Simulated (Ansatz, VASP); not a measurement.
## WC: VASP beside Ansatz

The input INCAR:

```
PREC     = Accurate       # precision mode
ENCUT    = 520            # plane-wave cutoff, eV
EDIFF    = 1E-8           # SCF threshold, eV
ISMEAR   = -1             # smearing method
SIGMA    = 0.05           # smearing width, eV
LREAL    = F              # projectors in reciprocal space
LASPH    = T              # aspherical terms in the spheres
NELM     = 100            # most SCF steps
ALGO     = Normal         # electronic algorithm
ISIF     = 2              # what is computed and relaxed
LWAVE    = F              # write WAVECAR
LCHARG   = F              # write CHGCAR
GGA      = PE             # functional
LEFG     = T            
NBANDS   = 16             # bands
```

File KPOINTS:

```
Automatic mesh
0
Gamma
  14 14 13
```

Contents of POSCAR:

```
WC
1.0
    2.8810343969      0.0000000000      0.0000000000
   -1.4405171984      2.4950489769      0.0000000000
    0.0000000000      0.0000000000      2.8100128507
W C
1 1
Direct
    0.0000000000      0.0000000000      0.0000000000
    0.6666666667      0.3333333333      0.5000000000
```

Input for Ansatz:

```yaml
crystal:
  lattice:
    - [2.8810343969, 0.0, 0.0]
    - [-1.4405171984, 2.4950489769, 0.0]
    - [0.0, 0.0, 2.8100128507]
  atoms:
    - { symbol: W, position: [0.0, 0.0, 0.0] }
    - { symbol: C, position: [0.6666666667, 0.3333333333, 0.5] }
kpoints:
  mp_grid: { grid: [14, 14, 13] }
scf:
  occupations: { method: fermi_dirac, width: 0.05 }
hamiltonian:
  xc: pbe
  pseudopotentials: { kind: paw }
output:
  forces: true
  stress: true
  eigenvalues: true
  efg: { contact_densities: true }
```

Change from the starting cell: volume scaled by 0.98, PAW files.

Alike in both runs: task electric field gradients; functional PBE; k mesh 14 × 14 × 13; occupations fermi-dirac, width 0.05 eV; no spin polarisation.

```csv
,VASP,Ansatz
version,VASP 6.6.1,Ansatz 0.2.0
potentials or method,"VASP PAW PBE potentials, release 64 (W_sv, C)","PAW with Ansatz's default frozen-core files, scalar-relativistic"
plane-wave cutoff (eV),520,420
valence electrons in the cell,18,18
```

VASP gave:

```
pressure (GPa)                                                : 18.7
traceless stress, the component that is largest in VASP (GPa) : 1.64
size of Vzz on the site where it differs most (V/Å²)          : 147.5
```

Q: Estimate Ansatz's values.

A: Pressure (GPa): 17.4; traceless stress, the component that is largest in VASP (GPa): 1.41; size of Vzz on the site where it differs most (V/Å²): 143.1.

Spin-orbit coupling is off throughout.
